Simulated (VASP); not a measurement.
# TaN (P-1) in VASP: electric field gradients with LDA

Aim: the electric field gradients of TaN with LDA.

Everything below comes from runs of VASP 6.6.1. Logs are shortened: lines on timing, memory, paths and dates and some standing lists are left out, and cuts for length are marked.

### 1 The cell of the first run

The typed cell holds 6 atoms: a = 5.186 Å, b = 5.118 Å, c = 2.909 Å, α = 89.36°, β = 88.27°, γ = 118.70°.

### 2 Electric field gradients, LDA (equal xy, yz and zx shear strains of +3 %)

Contents of INCAR:

```
PREC = Accurate
ENCUT = 520
EDIFF = 1E-8
ISMEAR = -1
SIGMA = 0.03
LREAL = False
LASPH = True
NELM = 100
ALGO = Normal
ISIF = 2
LWAVE = False
LCHARG = False
LEFG = True
NBANDS = 33
```

Contents of KPOINTS:

```
regular mesh
0
Gamma
  5 5 8
```

Contents of POSCAR:

```
TaN
1.0
    5.1849992558      0.0777749888      0.0777749888
   -2.5251445118      4.4514535797      0.0284676217
    0.0436200000      0.0436200000      2.9080000000
Ta N
3 3
Direct
    0.0000000000      0.0000000000      0.0000000000
    0.3333333333      0.6666666667      0.5000000000
    0.6666666667      0.3333333333      0.5000000000
    0.5000000000      0.0000000000      0.0000000000
    0.5000000000      0.5000000000      0.0000000000
    0.0000000000      0.5000000000      0.0000000000
```

Potentials or basis: VASP PAW LDA potentials, release 64 (Ta_pv, N).

The run is started by

```console
cat potpaw_LDA.64/Ta_pv/POTCAR potpaw_LDA.64/N/POTCAR > POTCAR
mpirun -np 1 vasp_std > vasp.out
```

OUTCAR:

```text
PREC = Accurate
   ENCUT = 520
   EDIFF = 1E-8
   ISMEAR = -1
   LREAL = False
   LASPH = True
   NELM = 100
   ISIF = 2

 ion  position               nearest neighbor table
   1  0.000  0.000  0.000-   6 2.56   6 2.56   4 2.59   4 2.59   5 2.63   5 2.63   2 3.28   3 3.28
                             3 3.29   2 3.29   2 3.31   3 3.31   3 3.31   2 3.31   3 3.37   2 3.37
   2  0.333  0.667  0.500-   4 2.06   6 2.06   5 2.06   5 2.08   4 2.12   6 2.14   3 2.95   3 2.99
                             3 3.03   1 3.28   1 3.29   1 3.31   1 3.31   1 3.37   1 3.42
   3  0.667  0.333  0.500-   4 2.06   6 2.06   5 2.06   5 2.08   4 2.12   6 2.14   2 2.95   2 2.99
                             2 3.03   1 3.28   1 3.29   1 3.31   1 3.31   1 3.37   1 3.42
   4  0.500  0.000  0.000-   2 2.06   3 2.06   2 2.12   3 2.12   1 2.59   1 2.59
   5  0.500  0.500  0.000-   2 2.06   3 2.06   2 2.08   3 2.08   1 2.63   1 2.63
   6  0.000  0.500  0.000-   3 2.06   2 2.06   2 2.14   3 2.14   1 2.56   1 2.56

  LATTYP: Found a triclinic cell.
 ALAT       =     5.8689965777
 B/A-ratio  =     0.4955965109
 C/A-ratio  =     0.8720180685
 COS(alpha) =     0.0112057054
 COS(beta)  =     0.4298483829
 COS(gamma) =     0.4689000644

  Lattice vectors:

 A1 = (  -5.1413792558,  -0.0341549888,   2.8302250112)
 A2 = (   0.0436200000,   0.0436200000,   2.9080000000)
 A3 = (  -2.5251445118,   4.4514535797,   0.0284676217)

Analysis of symmetry for initial positions (statically):
=====================================================================
 Subroutine PRICEL returns:
 Original cell was already a primitive cell.

 Routine SETGRP: Setting up the symmetry group for a
 triclinic supercell.

 Subroutine GETGRP returns: Found  2 space group operations
 (whereof  2 operations were pure point group operations)
 out of a pool of  2 trial point group operations.

The static configuration has the point symmetry S_2 .

Analysis of symmetry for dynamics (positions and initial velocities):
=====================================================================
 Subroutine PRICEL returns:
 Original cell was already a primitive cell.

 Routine SETGRP: Setting up the symmetry group for a
 triclinic supercell.

 Subroutine GETGRP returns: Found  2 space group operations
 (whereof  2 operations were pure point group operations)
 out of a pool of  2 trial point group operations.

The dynamic configuration has the point symmetry S_2 .

 Subroutine INISYM returns: Found  2 space group operations
 (whereof  2 operations are pure point group operations),
 and found     1 'primitive' translations

----------------------------------------------------------------------------------------

                                     Primitive cell

  volume of cell :      67.6600

  direct lattice vectors                    reciprocal lattice vectors
     5.184999256  0.077774989  0.077774989     0.191303305  0.108548033 -0.004497770
    -2.525144512  4.451453580  0.028467622    -0.003292596  0.222799010 -0.003292596
     0.043620000  0.043620000  2.908000000    -0.005084209 -0.005084209  0.344031481

  length of vectors
     5.186165749  5.117871060  2.908654226     0.219999681  0.222847664  0.344106609

  position of ions in fractional coordinates (direct lattice)
     0.000000000  0.000000000  0.000000000
     0.333333333  0.666666667  0.500000000
     0.666666667  0.333333333  0.500000000
     0.500000000  0.000000000  0.000000000
     0.500000000  0.500000000  1.000000000
     1.000000000  0.500000000  1.000000000

  ion indices of the primitive-cell ions
   primitive index   ion index
                 1           1
                 2           2
                 3           3
                 4           4
                 5           5
                 6           6

----------------------------------------------------------------------------------------

 KPOINTS: regular mesh
[... 64 lines left out ...]
   LSORBIT =      F    spin-orbit coupling
   LASPH  =      T    aspherical Exc in radial PAW
   ENCUT  =  520.0 eV  38.22 Ry    6.18 a.u.   9.64  9.52  5.41*2*pi/ulx,y,z
   NELM   =    100;   NELMIN=  2; NELMDL= -5     # of ELM steps
   EDIFF  = 0.1E-07   stopping-criterion for ELM
   LREAL  =      F    real-space projection
   EDIFFG = 0.1E-06   stopping-criterion for IOM
   NSW    =      0    number of steps for IOM
   IBRION =     -1    ionic relax: 0-MD 1-quasi-New 2-CG
   NFREE  =      0    steps in history (QN), initial steepest desc. (CG)
   ISIF   =      2    stress and relaxation
   ISYM   =      2    0-nonsym 1-usesym 2-fastsym
   POTIM  = 0.5000    time-step for ionic-motion
   TEBEG  =    0.0;   TEEND  =   0.0 temperature during run
   PSTRESS=    0.0 pullay stress
   NELECT =      48.0000    total number of electrons
   NUPDOWN=      -1.0000    fix difference up-down
   EMIN   =  10.00;   EMAX   =-10.00  energy-range for DOS
   EFERMI =   0.00;   METHOD = LEGACY
   ISMEAR =    -1;   SIGMA  =   0.03  broadening in eV -4-tet -1-fermi 0-gaus
   EFERMI_NEDOS =   21; number of points for ismear=-14 and -15
   IALGO  =     38    algorithm
   IMIX   =      4    mixing-type and parameters
     AMIX     =   0.40;   BMIX     =  1.00
     AMIX_MAG =   1.60;   BMIX_MAG =  1.00
  volume/ion in A,a.u.               =      11.28        76.10
  Fermi-wavevector in a.u.,A,eV,Ry     =   1.460084  2.759159 29.005520  2.131846
  Thomas-Fermi vector in A             =   2.576575
   LORBIT       =      0    0 simple, 1 ext, 2 COOP (PROOUT), +10 PAW based schemes
   GGA     = CA    functional components
   LHFCALC =     F    Hartree Fock is set to
   AEXX    =    0.0000 exact exchange contribution
   IVDW    =     0    specifies the selected vdW correction
   LEPSILON=     F    determine dielectric tensor
   LRPA    =     F    only Hartree local field effects (RPA)
 non-spin polarized calculation
  energy-cutoff  :      520.00
  volume of cell :       67.66
 maximum number of plane-waves:      1839
   NGX = 19   NGY = 19   NGZ = 11

 number of electron      48.0000003 magnetization

 Free energy of the ion-electron system (eV)
  ---------------------------------------------------
  ext. energy  EPLUGINS =         0.00000000
  ---------------------------------------------------
  free energy    TOTEN  =       -71.25111298 eV

  energy without entropy =      -71.24816117  energy(sigma->0) =      -71.24963707

 E-fermi :   8.1077     XC(G=0): -13.2896

 val. band max:        8.1054363672   @ k =   0.0000  -0.0000   0.3750
 cond. band min:       8.1076998330   @ k =  -0.2000   0.2000   0.3750
 fundamental gap:      0.0022634658
 Fermi energy:         8.1076798248

 k-point     1 :       0.0000    0.0000    0.0000
  band No.  band energies     occupation
      1     -27.9272      2.00000
      2     -27.9042      2.00000
      3     -27.5247      2.00000
      4     -27.5051      2.00000
      5     -27.3074      2.00000
      6     -27.1799      2.00000
[... 853 lines left out ...]
     32      11.5570      0.00000
     33      11.8772      0.00000

 [... further k-points ...]

------------------------ aborting loop because EDIFF is reached ----------------------------------------

  FORCE on cell =-STRESS in cart. coord.  units (eV):
  Direction    XX          YY          ZZ          XY          YZ          ZX
  --------------------------------------------------------------------------------------
  -------------------------------------------------------------------------------------
  Total       -0.6809702     -0.6081096     -1.4042848     -1.4571758     -2.5232268     -2.5285098
  in kB      -16.1252544    -14.3999274    -33.2532165    -34.5056655    -59.7495664    -59.8746667
  external PRESSURE =     -21.2594661 kB  Pullay stress =       0.0000000 kB

 VOLUME and BASIS-vectors are now :
 -----------------------------------------------------------------------------
  energy-cutoff  :      520.00
  volume of cell :       67.66
      direct lattice vectors                 reciprocal lattice vectors
     5.184999256  0.077774989  0.077774989     0.191303305  0.108548033 -0.004497770
    -2.525144512  4.451453580  0.028467622    -0.003292596  0.222799010 -0.003292596
     0.043620000  0.043620000  2.908000000    -0.005084209 -0.005084209  0.344031481

 POSITION                                       TOTAL-FORCE (eV/Angst)
 -----------------------------------------------------------------------------------
      0.00000      0.00000      0.00000         0.000000     -0.000000      0.000000
      0.06671      3.01537      1.49890        -0.319101     -0.002483      0.053149
      2.63676      1.55748      1.51534         0.319101      0.002483     -0.053149
      2.59250      0.03889      0.03889         0.000000     -0.000000      0.000000
      1.32993      2.26461      0.05312        -0.000000     -0.000000      0.000000
     -1.26257      2.22573      0.01423         0.000000     -0.000000      0.000000
 -----------------------------------------------------------------------------------
    total drift:                               -0.000000      0.000000     -0.000000

  FREE ENERGIE OF THE ION-ELECTRON SYSTEM (eV)
  ---------------------------------------------------
  free  energy   TOTEN  =       -71.2511129774 eV

  energy  without entropy=      -71.2481611711  energy(sigma->0) =      -71.24963707

 Electric field gradients (V/A^2)
---------------------------------------------------------------------
 ion       V_xx      V_yy      V_zz      V_xy      V_xz      V_yz
---------------------------------------------------------------------
   1     167.887   166.184  -334.071    29.730    31.597    31.091
   2     185.308   186.970  -372.278    21.806    77.120    77.008
   3     185.308   186.970  -372.278    21.806    77.120    77.008
   4      33.050   -28.859    -4.191     2.542     0.829     5.728
   5     -12.882    16.945    -4.064    28.209     2.303    -0.315
   6     -13.747    18.071    -4.325   -24.863     6.430     4.174
---------------------------------------------------------------------

 Electric field gradients after diagonalization (V/A^2)
 (convention: |V_zz| > |V_xx| > |V_yy|)
----------------------------------------------------------------------
 ion       V_xx      V_yy      V_zz     asymmetry (V_yy - V_xx)/ V_zz
----------------------------------------------------------------------
   1     200.454   137.293  -337.747       0.187
   2     227.751   164.323  -392.074       0.162
   3     227.751   164.323  -392.074       0.162
   4     -30.208    -2.976    33.185       0.821
   5     -30.052    -3.910    33.963       0.770
   6     -29.662    -2.027    31.689       0.872
----------------------------------------------------------------------

           NMR quadrupolar parameters

 Cq : quadrupolar parameter    Cq=e*Q*V_zz/h
 eta: asymmetry parameters     (V_yy - V_xx)/ V_zz
 Q  : nuclear electric quadrupole moment in mb (millibarn)
----------------------------------------------------------------------
 ion       Cq(MHz)       eta       Q (mb)
----------------------------------------------------------------------
   1      -0.817       0.187       1.000
   2      -0.948       0.162       1.000
   3      -0.948       0.162       1.000
   4       0.080       0.821       1.000
   5       0.082       0.770       1.000
   6       0.077       0.872       1.000
----------------------------------------------------------------------
```

Wall time 2.9 min (1 thread of Intel Xeon Platinum 8488C (Sapphire Rapids), shared host); peak memory 0.29 GiB.

What came out:

| Quantity | Value |
| --- | --- |
| Free energy | -71.2511 eV |
| Pressure | -2.1 GPa |
| Largest force | 0.324 eV/Å |
| Band gap on the k mesh | zero (bands 24 and 25 overlap by 1.79 eV) |
| Largest electric field gradient by atom | Ta -337.7, -392.1 (each value once); N +33.2, +34.0, +31.7 V/Å² |

Forces on the atoms (eV/Å):
```
Ta   0.000  0.000  0.000
Ta  -0.319 -0.002  0.053
Ta   0.319  0.002 -0.053
N    0.000  0.000  0.000
N    0.000  0.000  0.000
N    0.000  0.000  0.000
```

Electric field gradients, principal values (V/Å²):
| atom | least | middle | greatest (by size) |
| --- | --- | --- | --- |
| 1 Ta | 137.293 | 200.454 | -337.747 |
| 2 Ta | 164.323 | 227.751 | -392.074 |
| 3 Ta | 164.323 | 227.751 | -392.074 |
| 4 N | -2.976 | -30.208 | 33.185 |
| 5 N | -3.910 | -30.052 | 33.963 |
| 6 N | -2.027 | -29.662 | 31.689 |

Caveat: the cell differs from its parent crystal (equal xy, yz and zx shear strains of +3 %); without QUAD_EFG the Cq values of the log hold for a quadrupole moment of 1 mb, not for the nuclei; spin-orbit coupling is left out, which moves the levels of the heavy elements.
